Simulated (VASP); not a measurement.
# WC (Qusongite) (P-6m2) in VASP: further runs, part 3 of 3

VASP 6.6.1. Earlier steps stand in the parts before.

### 5 Single point, LDA

This run uses another cell than the first one, of 10.17 Å³/atom, 1.043 times its volume.

Input file INCAR:

```
PREC = Accurate
ENCUT = 520
EDIFF = 1E-6
ISMEAR = -1
SIGMA = 0.05
LREAL = F
LASPH = T
NELM = 100
ALGO = Normal
ISIF = 2
LWAVE = F
LCHARG = F
NBANDS = 16
```

Input file KPOINTS:

```
Automatic mesh
0
Gamma
  10 10 9
```

Input file POSCAR:

```
WC
1.0
    2.8869927008      0.0000000000      0.0000000000
   -1.4434963504      2.5002090195      0.0000000000
    0.0000000000      0.0000000000      2.8175618425
W C
1 1
Direct
    0.0000000000      0.0000000000      0.0000000000
    0.6666666667      0.3333333333      0.5000000000
```

Potentials or basis: VASP PAW LDA potentials, release 64 (W_sv, C).

On the command line:

```sh
> cat potpaw_LDA.64/W_sv/POTCAR potpaw_LDA.64/C/POTCAR > POTCAR
> mpirun -np 1 vasp_std > vasp.out
```

OUTCAR:

```text
PREC = Accurate
   ENCUT = 520
   EDIFF = 1E-6
   ISMEAR = -1
   LREAL = F
   LASPH = T
   NELM = 100
   ISIF = 2

 ion  position               nearest neighbor table
   1  0.000  0.000  0.000-   2 2.18   2 2.18   2 2.18   2 2.18   2 2.18   2 2.18
   2  0.667  0.333  0.500-   1 2.18   1 2.18   1 2.18   1 2.18   1 2.18   1 2.18

  LATTYP: Found a hexagonal cell.
 ALAT       =     2.8869927008
 C/A-ratio  =     0.9759504559

  Lattice vectors:

 A1 = (   2.8869927008,   0.0000000000,   0.0000000000)
 A2 = (  -1.4434963504,   2.5002090195,   0.0000000000)
 A3 = (   0.0000000000,   0.0000000000,   2.8175618425)

Analysis of symmetry for initial positions (statically):
=====================================================================
 Subroutine PRICEL returns:
 Original cell was already a primitive cell.

 Routine SETGRP: Setting up the symmetry group for a
 hexagonal supercell.

 Subroutine GETGRP returns: Found 12 space group operations
 (whereof 12 operations were pure point group operations)
 out of a pool of 24 trial point group operations.

The static configuration has the point symmetry D_3h.

Analysis of symmetry for dynamics (positions and initial velocities):
=====================================================================
 Subroutine PRICEL returns:
 Original cell was already a primitive cell.

 Routine SETGRP: Setting up the symmetry group for a
 hexagonal supercell.

 Subroutine GETGRP returns: Found 12 space group operations
 (whereof 12 operations were pure point group operations)
 out of a pool of 24 trial point group operations.

The dynamic configuration has the point symmetry D_3h.

 Subroutine INISYM returns: Found 12 space group operations
 (whereof 12 operations are pure point group operations),
 and found     1 'primitive' translations

----------------------------------------------------------------------------------------

                                     Primitive cell

  volume of cell :      20.3374

  direct lattice vectors                    reciprocal lattice vectors
     2.886992701  0.000000000  0.000000000     0.346381201  0.199983280  0.000000000
    -1.443496350  2.500209020  0.000000000     0.000000000  0.399966560  0.000000000
     0.000000000  0.000000000  2.817561842     0.000000000  0.000000000  0.354916788

  length of vectors
     2.886992701  2.886992701  2.817561842     0.399966560  0.399966560  0.354916788

  position of ions in fractional coordinates (direct lattice)
     0.000000000  0.000000000  0.000000000
     0.666666667  0.333333333  0.500000000

  ion indices of the primitive-cell ions
   primitive index   ion index
                 1           1
                 2           2

----------------------------------------------------------------------------------------

 KPOINTS: Automatic mesh

Automatic generation of k-mesh.
 Grid dimensions read from file:
 generate k-points for:   10   10    9

 Generating k-lattice:

  Cartesian coordinates                     Fractional coordinates (reciprocal lattice)
     0.034638120  0.019998328  0.000000000     0.100000000  0.000000000  0.000000000
     0.000000000  0.039996656  0.000000000     0.000000000  0.100000000  0.000000000
     0.000000000  0.000000000  0.039435199     0.000000000  0.000000000  0.111111111

  Length of vectors
     0.039996656  0.039996656  0.039435199

  Shift w.r.t. Gamma in fractional coordinates (k-lattice)
     0.000000000  0.000000000  0.000000000

 Subroutine IBZKPT returns following result:
 ===========================================

 Found     70 irreducible k-points:

 Following reciprocal coordinates:
            Coordinates               Weight
  0.000000  0.000000  0.000000      1.000000
  0.100000  0.000000  0.000000      6.000000
  0.200000  0.000000  0.000000      6.000000
  0.300000  0.000000  0.000000      6.000000
  0.400000  0.000000  0.000000      6.000000
  0.500000  0.000000  0.000000      3.000000
[... 16 lines left out ...]
  0.300000  0.100000  0.111111     24.000000
  0.400000  0.100000  0.111111     24.000000
 [... further k-points ...]
   k-points           NKPTS =     70   k-points in BZ     NKDIM =     70   number of bands    NBANDS=     16
   number of dos      NEDOS =    301   number of ions     NIONS =      2
   total plane-waves  NPLWV =  13824
   dimension x,y,z NGX =    24 NGY =   24 NGZ =   24
   dimension x,y,z NGXF=    48 NGYF=   48 NGZF=   48
   ions per type =               1   1
   NGX,Y,Z   is equivalent  to a cutoff of  13.82, 13.82, 14.16 a.u.
   NGXF,Y,Z  is equivalent  to a cutoff of  27.64, 27.64, 28.32 a.u.
 SYSTEM =  unknown system
   PREC   = accura    normal or accurate (medium, high low for compatibility)
   ISTART =      0    job   : 0-new  1-cont  2-samecut
   ICHARG =      2    charge: 1-file 2-atom 10-const
   ISPIN  =      1    spin polarized calculation?
   LNONCOLLINEAR =      F non collinear calculations
   LSORBIT =      F    spin-orbit coupling
   LASPH  =      T    aspherical Exc in radial PAW
   ENCUT  =  520.0 eV  38.22 Ry    6.18 a.u.   5.37  5.37  5.24*2*pi/ulx,y,z
   NELM   =    100;   NELMIN=  2; NELMDL= -5     # of ELM steps
   EDIFF  = 0.1E-05   stopping-criterion for ELM
   LREAL  =      F    real-space projection
   EDIFFG = 0.1E-04   stopping-criterion for IOM
   NSW    =      0    number of steps for IOM
   IBRION =     -1    ionic relax: 0-MD 1-quasi-New 2-CG
   NFREE  =      0    steps in history (QN), initial steepest desc. (CG)
   ISIF   =      2    stress and relaxation
   ISYM   =      2    0-nonsym 1-usesym 2-fastsym
   POTIM  = 0.5000    time-step for ionic-motion
   TEBEG  =    0.0;   TEEND  =   0.0 temperature during run
   PSTRESS=    0.0 pullay stress
   NELECT =      18.0000    total number of electrons
   NUPDOWN=      -1.0000    fix difference up-down
   EMIN   =  10.00;   EMAX   =-10.00  energy-range for DOS
[... 5 lines left out ...]
     AMIX     =   0.40;   BMIX     =  1.00
     AMIX_MAG =   1.60;   BMIX_MAG =  1.00
  volume/ion in A,a.u.               =      10.17        68.62
  Fermi-wavevector in a.u.,A,eV,Ry     =   1.571812  2.970293 33.614444  2.470592
  Thomas-Fermi vector in A             =   2.673340
   LORBIT       =      0    0 simple, 1 ext, 2 COOP (PROOUT), +10 PAW based schemes
   GGA     = CA    functional components
   LHFCALC =     F    Hartree Fock is set to
   AEXX    =    0.0000 exact exchange contribution
   IVDW    =     0    specifies the selected vdW correction
   LEPSILON=     F    determine dielectric tensor
   LRPA    =     F    only Hartree local field effects (RPA)
 non-spin polarized calculation
  energy-cutoff  :      520.00
  volume of cell :       20.34
 maximum number of plane-waves:       569
 NGX is ok and might be reduce to    24
   NGX = 11   NGY = 11   NGZ = 11

 number of electron      18.0000001 magnetization

 Free energy of the ion-electron system (eV)
  ---------------------------------------------------
  ext. energy  EPLUGINS =         0.00000000
  ---------------------------------------------------
  free energy    TOTEN  =       -24.70448299 eV

  energy without entropy =      -24.70252768  energy(sigma->0) =      -24.70350533

 E-fermi :  11.2529     XC(G=0): -14.0898

 val. band max:       11.2459674685   @ k =   0.1000   0.0000   0.3333
 cond. band min:      11.3039594687   @ k =   0.4000   0.2000   0.0000
 fundamental gap:      0.0579920001
 Fermi energy:        11.2528681588

 k-point     1 :       0.0000    0.0000    0.0000
  band No.  band energies     occupation
      1     -62.2170      2.00000
      2     -26.4647      2.00000
      3     -26.3458      2.00000
      4     -26.3458      2.00000
      5      -3.1543      2.00000
      6       6.8406      2.00000
[... 8 lines left out ...]
     15      25.8832      0.00000
     16      28.2344      0.00000

 k-point     2 :       0.1000    0.0000    0.0000
  band No.  band energies     occupation
      1     -62.2107      2.00000
      2     -26.4530      2.00000
      3     -26.4358      2.00000
      4     -26.3661      2.00000
      5      -2.8846      2.00000
      6       6.8775      2.00000
[... 8 lines left out ...]
     15      25.3871      0.00000
     16      28.7884      0.00000
[... 387 lines left out ...]
      5      -0.3167      2.00000
      6       4.8801      2.00000
[... 8 lines left out ...]
     15      25.8062      0.00000
     16      28.1360      0.00000

 k-point    24 :       0.4000    0.1000    0.1111
  band No.  band energies     occupation
      1     -62.1454      2.00000
      2     -27.1765      2.00000
      3     -26.5936      2.00000
      4     -26.4328      2.00000
      5       0.3822      2.00000
      6       4.3230      2.00000
[... 8 lines left out ...]
     15      24.9454      0.00000
     16      28.9533      0.00000

 [... further k-points ...]
[... 5 lines left out ...]
  --------------------------------------------------------------------------------------
  -------------------------------------------------------------------------------------
  Total        0.1625308      0.1625308      0.0599212      0.0000000      0.0000000      0.0000000
  in kB       12.8041499     12.8041499      4.7205820      0.0000000      0.0000000      0.0000000
  external PRESSURE =      10.1096272 kB  Pullay stress =       0.0000000 kB

 VOLUME and BASIS-vectors are now :
 -----------------------------------------------------------------------------
  energy-cutoff  :      520.00
  volume of cell :       20.34
      direct lattice vectors                 reciprocal lattice vectors
     2.886992701  0.000000000  0.000000000     0.346381201  0.199983280  0.000000000
    -1.443496350  2.500209020  0.000000000     0.000000000  0.399966560  0.000000000
     0.000000000  0.000000000  2.817561842     0.000000000  0.000000000  0.354916788

 POSITION                                       TOTAL-FORCE (eV/Angst)
 -----------------------------------------------------------------------------------
      0.00000      0.00000      0.00000         0.000000      0.000000      0.000000
      1.44350      0.83340      1.40878        -0.000000      0.000000      0.000000
 -----------------------------------------------------------------------------------
    total drift:                                0.000000     -0.000000      0.000000

  FREE ENERGIE OF THE ION-ELECTRON SYSTEM (eV)
  ---------------------------------------------------
  free  energy   TOTEN  =       -24.7044829868 eV

  energy  without entropy=      -24.7025276775  energy(sigma->0) =      -24.70350533
```

OSZICAR:

```text
N       E                     dE             d eps       ncg     rms          rms(c)
DAV:   1     0.109421267443E+03    0.10942E+03   -0.93838E+03  2240   0.124E+03
DAV:   2    -0.245165866619E+02   -0.13394E+03   -0.12969E+03  2648   0.342E+02
DAV:   3    -0.277863394744E+02   -0.32698E+01   -0.32567E+01  2496   0.505E+01
DAV:   4    -0.278033904151E+02   -0.17051E-01   -0.17050E-01  2904   0.412E+00
DAV:   5    -0.278035117735E+02   -0.12136E-03   -0.12136E-03  2472   0.333E-01    0.339E+01
DAV:   6    -0.248187009555E+02    0.29848E+01   -0.57256E+00  2752   0.256E+01    0.910E+00
DAV:   7    -0.247408875117E+02    0.77813E-01   -0.44684E-01  2312   0.529E+00    0.663E+00
DAV:   8    -0.247058994915E+02    0.34988E-01   -0.69009E-02  2464   0.201E+00    0.106E+00
DAV:   9    -0.247046385950E+02    0.12609E-02   -0.33773E-03  2504   0.410E-01    0.105E-01
DAV:  10    -0.247044850049E+02    0.15359E-03   -0.30644E-04  2736   0.206E-01    0.568E-02
DAV:  11    -0.247044839134E+02    0.10915E-05   -0.19519E-05  2504   0.372E-02    0.947E-03
DAV:  12    -0.247044829868E+02    0.92659E-06   -0.31013E-06  2448   0.138E-02
   1 F= -.24704483E+02 E0= -.24703505E+02  d E =-.195531E-02
```

It took 11 s on 1 thread of Intel Xeon Platinum 8259CL at 2.50GHz (Skylake/Cascade Lake), shared host; peak memory 0.14 GiB.

What came out:

| Item | Value |
| --- | --- |
| Free energy | -24.7045 eV |
| Pressure | 1.0 GPa |
| Band gap on the k mesh | zero (band 9 reaches 11.94 eV, above the bottom of band 10 at 10.68 eV) |

Caveat: spin-orbit coupling is left out, which moves the levels of the heavy elements.

### 6 Single point, PBE

This run uses another cell than the first one, of 10.52 Å³/atom, 1.079 times its volume.

Input file INCAR:

```
PREC = Accurate
ENCUT = 520
EDIFF = 1E-7
ISMEAR = -1
SIGMA = 0.05
LREAL = False
LASPH = True
NELM = 60
ALGO = Normal
ISIF = 2
LWAVE = False
LCHARG = True
GGA = PE
LELF = True
LVHAR = True
NBANDS = 16
```

Input file KPOINTS:

```
regular mesh
0
Gamma
  10 10 9
```

Input file POSCAR:

```
WC
1.0
    2.9225710083      0.0000000000      0.0000000000
   -1.4612855042      2.5310207376      0.0000000000
    0.0000000000      0.0000000000      2.8456480765
W C
1 1
Direct
    0.0000000000      0.0000000000      0.0000000000
    0.6666666667      0.3333333333      0.5000000000
```

Potentials or basis: VASP PAW PBE potentials, release 64 (W_sv, C).

On the command line:

```sh
> cat potpaw_PBE.64/W_sv/POTCAR potpaw_PBE.64/C/POTCAR > POTCAR
> mpirun -np 1 vasp_std > vasp.out
```

OUTCAR:

```text
PREC = Accurate
   ENCUT = 520
   EDIFF = 1E-7
   ISMEAR = -1
   LREAL = False
   LASPH = True
   NELM = 60
   ISIF = 2
   GGA = PE

 ion  position               nearest neighbor table
   1  0.000  0.000  0.000-   2 2.21   2 2.21   2 2.21   2 2.21   2 2.21   2 2.21
   2  0.667  0.333  0.500-   1 2.21   1 2.21   1 2.21   1 2.21   1 2.21   1 2.21

  LATTYP: Found a hexagonal cell.
 ALAT       =     2.9225710083
 C/A-ratio  =     0.9736797048

  Lattice vectors:

 A1 = (   2.9225710083,   0.0000000000,   0.0000000000)
 A2 = (  -1.4612855042,   2.5310207376,   0.0000000000)
 A3 = (   0.0000000000,   0.0000000000,   2.8456480765)

Analysis of symmetry for initial positions (statically):
=====================================================================
 Subroutine PRICEL returns:
 Original cell was already a primitive cell.

 Routine SETGRP: Setting up the symmetry group for a
 hexagonal supercell.

 Subroutine GETGRP returns: Found 12 space group operations
 (whereof 12 operations were pure point group operations)
 out of a pool of 24 trial point group operations.

[... 155 lines left out ...]
  ---------------------------------------------------
  ext. energy  EPLUGINS =         0.00000000
  ---------------------------------------------------
  free energy    TOTEN  =       -22.45391333 eV

  energy without entropy =      -22.45203657  energy(sigma->0) =      -22.45297495

 E-fermi :  10.8748     XC(G=0): -13.7205

 val. band max:       10.7873443584   @ k =   0.0000   0.0000   0.3333
 cond. band min:      10.8905203949   @ k =   0.1000   0.0000   0.3333
 fundamental gap:      0.1031760365
 Fermi energy:        10.8747918095

 k-point     1 :       0.0000    0.0000    0.0000
  band No.  band energies     occupation
      1     -63.1540      2.00000
      2     -27.1328      2.00000
      3     -27.0396      2.00000
      4     -27.0396      2.00000
      5      -3.4684      2.00000
      6       6.6478      2.00000
[... 433 lines left out ...]
      3     -27.2532      2.00000
      4     -27.1087      2.00000
      5      -0.0907      2.00000
      6       4.0575      2.00000
[... 8 lines left out ...]
     15      24.0840      0.00000
     16      28.1328      0.00000

 [... further k-points ...]
[... 5 lines left out ...]
  --------------------------------------------------------------------------------------
  -------------------------------------------------------------------------------------
  Total        0.1306728      0.1306728      0.1644757     -0.0000000     -0.0000000      0.0000000
  in kB        9.9461193      9.9461193     12.5190190     -0.0000000     -0.0000000      0.0000000
  external PRESSURE =      10.8037525 kB  Pullay stress =       0.0000000 kB

 VOLUME and BASIS-vectors are now :
 -----------------------------------------------------------------------------
  energy-cutoff  :      520.00
  volume of cell :       21.05
      direct lattice vectors                 reciprocal lattice vectors
     2.922571008  0.000000000  0.000000000     0.342164484  0.197548757  0.000000000
    -1.461285504  2.531020738  0.000000000     0.000000000  0.395097513  0.000000000
     0.000000000  0.000000000  2.845648076     0.000000000  0.000000000  0.351413799

 POSITION                                       TOTAL-FORCE (eV/Angst)
 -----------------------------------------------------------------------------------
      0.00000      0.00000      0.00000         0.000000     -0.000000      0.000000
      1.46129      0.84367      1.42282         0.000000      0.000000      0.000000
 -----------------------------------------------------------------------------------
    total drift:                                0.000000     -0.000000      0.000000

  FREE ENERGIE OF THE ION-ELECTRON SYSTEM (eV)
  ---------------------------------------------------
  free  energy   TOTEN  =       -22.4539133261 eV

  energy  without entropy=      -22.4520365735  energy(sigma->0) =      -22.45297495
```

OSZICAR:

```text
N       E                     dE             d eps       ncg     rms          rms(c)
DAV:   1     0.110705084618E+03    0.11071E+03   -0.94444E+03  2240   0.126E+03
DAV:   2    -0.221866766472E+02   -0.13289E+03   -0.12858E+03  2656   0.336E+02
DAV:   3    -0.255133114506E+02   -0.33266E+01   -0.33143E+01  2448   0.505E+01
DAV:   4    -0.255315373203E+02   -0.18226E-01   -0.18224E-01  2944   0.418E+00
DAV:   5    -0.255316730459E+02   -0.13573E-03   -0.13573E-03  2472   0.344E-01    0.315E+01
DAV:   6    -0.225429850077E+02    0.29887E+01   -0.58114E+00  2704   0.258E+01    0.815E+00
DAV:   7    -0.224821612729E+02    0.60824E-01   -0.44242E-01  2344   0.509E+00    0.606E+00
DAV:   8    -0.224553390105E+02    0.26822E-01   -0.68790E-02  2448   0.222E+00    0.108E+00
DAV:   9    -0.224539766997E+02    0.13623E-02   -0.34839E-03  2488   0.448E-01    0.124E-01
DAV:  10    -0.224539180013E+02    0.58698E-04   -0.32574E-04  2680   0.204E-01    0.723E-02
DAV:  11    -0.224539146805E+02    0.33208E-05   -0.21290E-05  2528   0.393E-02    0.113E-02
DAV:  12    -0.224539133947E+02    0.12858E-05   -0.41044E-06  2536   0.175E-02    0.198E-03
DAV:  13    -0.224539133261E+02    0.68576E-07   -0.15268E-07  2560   0.321E-03
   1 F= -.22453913E+02 E0= -.22452975E+02  d E =-.187675E-02
```

Run time: 14 s. Hardware: 1 thread of Intel Xeon Platinum 8259CL at 2.50GHz (Skylake/Cascade Lake), shared host; peak memory 0.15 GiB.

What came out:

```yaml
Free_energy: -22.4539 eV
Pressure: 1.1 GPa
Band_gap_on_the_k_mesh: zero (band 9 reaches 11.54 eV, above the bottom of band 10 at 10.35 eV)
```

Caveat: spin-orbit coupling is left out, which moves the levels of the heavy elements.

### 7 Summary

```csv
level,potentials or basis,cell,gap on the mesh (eV),pressure (GPa)
LDA,"VASP PAW LDA potentials, release 64 (W_sv, C)","a = 2.847, b = 2.847, c = 2.779 Å, angles 90.0, 90.0, 120.0°, 2 atoms",none,20.5
LDA,"VASP PAW LDA potentials, release 64 (W_sv, C)","a = 2.867, b = 2.867, c = 2.798 Å, angles 90.0, 90.0, 120.0°, 2 atoms",none,10.3
revPBE,"VASP PAW PBE potentials, release 64 (W_sv, C)","a = 2.887, b = 2.887, c = 2.818 Å, angles 90.0, 90.0, 120.0°, 2 atoms",none,18.8
LDA,"VASP PAW LDA potentials, release 64 (W_sv, C)","a = 2.887, b = 2.887, c = 2.818 Å, angles 90.0, 90.0, 120.0°, 2 atoms",none,1.0
PBE,"VASP PAW PBE potentials, release 64 (W_sv, C)","a = 2.923, b = 2.923, c = 2.846 Å, angles 90.0, 90.0, 120.0°, 2 atoms",none,1.1
```

Alike in all rows: task single point; no spin polarisation; k mesh 10 × 10 × 9; cutoff (eV) 520; smearing fermi-dirac 0.05 eV.

Caveats: spin-orbit coupling is left out, which moves the levels of the heavy elements; the PAW data sets were made with another functional, which shifts forces and pressure a little (some runs).

Total energies depend on the potentials used, so only differences within one code and one set of settings carry meaning.
